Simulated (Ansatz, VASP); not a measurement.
One calculation of CdSe, two programs

File INCAR:

```
  PREC = Accurate
  ENCUT = 520
  EDIFF = 1E-6
  ISMEAR = 0
  SIGMA = 0.05
  LREAL = False
  LASPH = True
  NELM = 80
  ALGO = Normal
  ISIF = 2
  LWAVE = False
  LCHARG = False
  GGA = PE
  NBANDS = 26
```

The input KPOINTS:

```
Automatic mesh
0
Gamma
  6 6 4
```

File POSCAR:

```
CdSe
1.0
    4.2984999142      0.0214924996      0.0000000000
   -2.1306369065      3.7118638741      0.0000000000
    0.0000000000      0.0000000000      7.0152000000
Cd Se
2 2
Direct
    0.6666666667      0.3333333333      0.0000000000
    0.3333333333      0.6666666667      0.5000000000
    0.6666666667      0.3333333333      0.3750000000
    0.3333333333      0.6666666667      0.8750000000
```

Input for Ansatz:

```yaml
crystal:
  lattice:
    - [4.2984999142, 0.0214924996, 0.0]
    - [-2.1306369065, 3.7118638741, 0.0]
    - [0.0, 0.0, 7.0152]
  atoms:
    - { symbol: Cd, position: [0.6666666667, 0.3333333333, 0.0] }
    - { symbol: Cd, position: [0.3333333333, 0.6666666667, 0.5] }
    - { symbol: Se, position: [0.6666666667, 0.3333333333, 0.375] }
    - { symbol: Se, position: [0.3333333333, 0.6666666667, 0.875] }
basis:
  ecutwfc: 420
kpoints:
  mp_grid: { grid: [6, 6, 4] }
hamiltonian:
  xc: pbe
scf:
  occupations: { method: gaussian, width: 0.05 }
output:
  forces: true
  stress: true
  eigenvalues: true
```

Change from the starting cell: strain +0.0100 x Voigt [0, 0, 0, 0, 0, 1], atoms carried along.

Alike in both runs: task single point; functional PBE; k mesh 6 × 6 × 4; occupations gaussian, width 0.05 eV; no spin polarisation.

```csv
,VASP,Ansatz
version,VASP 6.6.1,Ansatz 0.2.0
potentials or method,"VASP PAW PBE potentials, release 64 (Cd, Se), cutoff 520 eV","scalar-relativistic, plane waves, PAW"
valence electrons in the cell,36,72
```

Ansatz gave:

| Quantity | Value |
| --- | --- |
| gap on the k mesh at the Fermi level (eV) | 0.65 |
| least direct gap on the mesh (eV) | 0.65 |
| pressure (GPa) | 3.0 |
| traceless stress, the component that is largest in VASP (GPa) | -0.35 |
| rms of the force components (eV/Å) | 0.038 |

Question: What did VASP give for the same quantities?

Answer: gap on the k mesh at the Fermi level (eV): 0.65; least direct gap on the mesh (eV): 0.65; pressure (GPa): 3.3; traceless stress, the component that is largest in VASP (GPa): -0.36; rms of the force components (eV/Å): 0.040.

Atom by atom the forces differ by 0.001 eV/Å (rms over components). VASP's potentials hold 36 valence electrons a cell and Ansatz's 72, so a difference there can come from the potentials and not from the codes.
